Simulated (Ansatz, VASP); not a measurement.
## One calculation of TiO2, two programs

File INCAR:

```
PREC     = Accurate       # precision mode
ENCUT    = 520            # plane-wave cutoff, eV
EDIFF    = 1E-6           # SCF threshold, eV
ISMEAR   = 0              # smearing method
SIGMA    = 0.01           # smearing width, eV
LREAL    = False          # projectors in reciprocal space
LASPH    = True           # aspherical terms in the spheres
NELM     = 100            # most SCF steps
ALGO     = Normal         # electronic algorithm
ISIF     = 2              # what is computed and relaxed
LWAVE    = False          # write WAVECAR
LCHARG   = True           # write CHGCAR
GGA      = PS             # functional
LELF     = True           # ELF
LVHAR    = True         
NBANDS   = 33             # bands
```

KPOINTS

```
Automatic mesh
0
Gamma
  6 6 4
```

Contents of POSCAR:

```
TiO2
1.0
    2.6318584318     -2.6324624094      0.0000000000
    2.6318584318      2.6324624094      0.0000000000
   -2.5613428241      0.0000000000      4.6651555496
Ti O
2 4
Direct
    0.1341100000      0.8658900000      0.2500000000
    0.8658900000      0.1341100000      0.7500000000
    0.3312210000      0.0887550000      0.6671490000
    0.6687790000      0.9112450000      0.3328510000
    0.9112450000      0.6687790000      0.8328510000
    0.0887550000      0.3312210000      0.1671490000
```

Input for Ansatz:

```yaml
crystal:
  lattice:
    - [2.6318584317683156, -2.632462409429398, 0.0]
    - [2.6318584317683156, 2.632462409429398, 0.0]
    - [-2.5613428241009704, 0.0, 4.665155549627935]
  atoms:
    - { symbol: Ti, position: [0.13411, 0.86589, 0.25] }
    - { symbol: Ti, position: [0.86589, 0.13411, 0.75] }
    - { symbol: O, position: [0.331221, 0.088755, 0.667149] }
    - { symbol: O, position: [0.668779, 0.911245, 0.332851] }
    - { symbol: O, position: [0.911245, 0.668779, 0.832851] }
    - { symbol: O, position: [0.088755, 0.331221, 0.167149] }
basis:
  ecutwfc: 500.0
kpoints:
  mp_grid:
    grid: [6, 6, 4]
hamiltonian:
  xc: pbesol
scf:
  occupations:
    method: fixed
output:
  stress: true
```

Alike in both runs: task single point; functional PBEsol; k mesh 6 × 6 × 4; no spin polarisation.

```csv
,VASP,Ansatz
version,VASP 6.6.1,Ansatz 0.2.0
potentials or method,"VASP PAW PBE potentials, release 64 (Ti_sv, O), cutoff 520 eV","plane waves, PAW"
occupations,"gaussian, width 0.01 eV",fixed
valence electrons in the cell,48,48
```

|  | VASP | Ansatz | Ansatz less VASP |
| --- | --- | --- | --- |
| pressure (GPa) | 12.2 | 11.4 | -0.77 |
| traceless stress, the component that is largest in VASP (GPa) | 0.86 | 0.80 | -0.061 |

VASP's potentials were made for PBE, not for PBEsol.
